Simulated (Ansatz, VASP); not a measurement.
**Two plane-wave programs on W**

```
W
1.0
     0.00000   -1.99900   -1.99900
     0.00000    1.99900   -1.99900
     3.99799    0.00000    0.00000
W
2
Direct
  0.53002 0.53002 0.50000
  0.96998 0.96998 0.00000
```

Change from the starting cell: mode 4 (104.6 1/cm) frozen in, largest displacement -0.120 Å.

Alike in both runs: task single point; functional PBEsol; k mesh 22 × 22 × 16; occupations gaussian, width 0.15 eV; no spin polarisation.

|  | VASP | Ansatz |
| --- | --- | --- |
| version | VASP 6.6.1 | Ansatz 0.2.0 |
| potentials or method | VASP PAW PBE potentials, release 64 (W_sv), cutoff 520 eV | scalar-relativistic, plane waves, PAW |
| valence electrons in the cell | 28 | 28 |

VASP gave:

```
gap on the k mesh at the Fermi level (eV)                     : none
pressure (GPa)                                                : 4.0
traceless stress, the component that is largest in VASP (GPa) : -5.07
rms of the force components (eV/Å)                            : 0.510
```

Task: Estimate Ansatz's values.

Result: gap on the k mesh at the Fermi level (eV): none; pressure (GPa): 3.3; traceless stress, the component that is largest in VASP (GPa): -5.03; rms of the force components (eV/Å): 0.504.

VASP's potentials were made for PBE, not for PBEsol. Atom by atom the forces differ by 0.007 eV/Å (rms over components). A gap of «none» marks a metal or a gap that the smearing closes.

Spin-orbit coupling is off throughout.
